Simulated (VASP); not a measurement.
Write the native input for VASP 6.6.1 that does the following.

```yaml
Task: single point
Functional: r2SCAN
Potentials_or_basis: VASP PAW PBE potentials, release 64 (Bi_d)
Cutoff: 520 eV
k_mesh: 8 × 8 × 4
Occupations: fermi-dirac, width 0.05 eV
Spin: no spin polarisation
Dipole_correction: no
Further_INCAR_settings: ALGO = Normal; EDIFF = 1e-07; NBANDS = 22
```

Bi:

```
CELL_PARAMETERS angstrom
3.25982 0.00000 0.00000
0.00000 3.24298 0.00000
-0.08099 0.00000 6.48656
ATOMIC_POSITIONS crystal
Bi 0.54425 0.00000 0.74958
Bi 0.45575 0.00000 0.25042
```

These files were run (other wordings do the same):

POSCAR

```
Bi
1.0
    3.2598230713      0.0000000000      0.0000000000
    0.0000000000      3.2429793280      0.0000000000
   -0.0809877086      0.0000000000      6.4865647921
Bi
2
Direct
    0.5442472500      0.0000000000      0.7495778900
    0.4557527500      0.0000000000      0.2504221100
```

INCAR.step1

```
ALGO = Normal
EDIFF = 1E-4
ENCUT = 520
GGA = PE
ISMEAR = -1
LASPH = True
LCHARG = False
LREAL = False
LWAVE = True
NBANDS = 22
NELM = 60
PREC = Accurate
SIGMA = 0.05
```

INCAR.step2

```
ALGO = Normal
EDIFF = 1E-7
ENCUT = 520
ISIF = 2
ISMEAR = -1
ISTART = 1
LASPH = True
LCHARG = True
LELF = True
LMIXTAU = True
LREAL = False
LVHAR = True
LWAVE = False
METAGGA = R2SCAN
NBANDS = 22
NELM = 60
PREC = Accurate
SIGMA = 0.05
```

KPOINTS

```
k-points
0
Gamma
  8 8 4
```

Potentials or basis: VASP PAW PBE potentials, release 64 (Bi_d).

Launch:

```sh
$ cat potpaw_PBE.64/Bi_d/POTCAR > POTCAR
$ cp INCAR.step1 INCAR
$ mpirun -np 1 vasp_std > vasp.out
$ cp INCAR.step2 INCAR
$ mpirun -np 1 vasp_std > vasp.out
```

Results of the run:

| Quantity | Value |
| --- | --- |
| Pressure | 0.0 GPa |
| Largest force | 0.029 eV/Å |
| Band gap on the k mesh | zero (band 15 reaches 10.52 eV, above the bottom of band 16 at 3.96 eV) |

Caveat: the PAW data sets were made with another functional, which shifts forces and pressure a little; spin-orbit coupling is left out, which moves the levels of the heavy elements.

Run time: 110 s on 1 thread of Intel(R) Xeon(R) 6975P-C (Granite Rapids) (shared host), peak memory 0.24 GiB.
